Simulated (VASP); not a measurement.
The system is Ni.

```
Ni
1.0
     0.00000    1.77010    1.77010
     1.77010    0.00000    1.77010
     1.77010    1.77010    0.00000
Ni
1
Cartesian
  0.0000 0.0000 0.0000
```

Base run:

```yaml
Program: VASP 6.6.1
Functional: PBE
Potentials_or_basis: VASP PAW PBE potentials, release 64 (Ni)
Cutoff: 520 eV
k_mesh: 13 × 13 × 13
Occupations: fermi-dirac, width 0.1 eV
Spin: collinear spin, ferromagnetic start
Starting_moments: "[0.24] μB"
Fixed_moment: 0.24 μB
```

Its results: pressure -3.8 GPa; site moments Ni +0.25 μB.

Problem. The run is repeated on the same cell with these changes: fixed moment from 0.24 μB to 1.66 μB; moments at the start from [0.24] to [1.66]. What comes out?

Solution. Pressure 11.7 GPa; site moments Ni +1.58 μB.

Caveats: the total moment is fixed, so each spin has its own Fermi level.
